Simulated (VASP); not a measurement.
TaN:

```
Ta N
1.0
     2.91828    0.00000    0.00000
    -1.45914    2.52731    0.00000
     0.00000    0.00000    2.86365
Ta N
1 1
Direct
  0.00000 0.00000 0.50000
  0.66667 0.33333 0.00000
```

This cell differs from its parent crystal: volume scaled by 0.98.

Base run:

```yaml
Program: VASP 6.6.1
Functional: LDA
Potentials_or_basis: VASP PAW LDA potentials, release 64 (Ta_pv, N)
Cutoff: 520 eV
k_mesh: 10 × 10 × 9
Occupations: fermi-dirac, width 0.05 eV
Spin: no spin polarisation
```

Its results: band gap on the k mesh zero (band 8 reaches 8.52 eV, above the bottom of band 9 at 8.22 eV); pressure -2.7 GPa.

The run is repeated on the same cell with these changes: potentials or basis from VASP PAW LDA potentials, release 64 (Ta_pv, N) to VASP PAW LDA potentials, release 64 (Ta_sv_GW, N); cutoff from 520 eV to 600 eV; further incar settings from ALGO = Normal; EDIFF = 1e-07; NBANDS = 15 to ALGO = Normal; EDIFF = 1e-06; NBANDS = 16; valence electrons from 16 to 18. What comes out?

Band gap on the k mesh zero (band 9 reaches 12.62 eV, above the bottom of band 10 at 12.33 eV); pressure -3.4 GPa.

Caveats: spin-orbit coupling is left out, which moves the levels of the heavy elements.
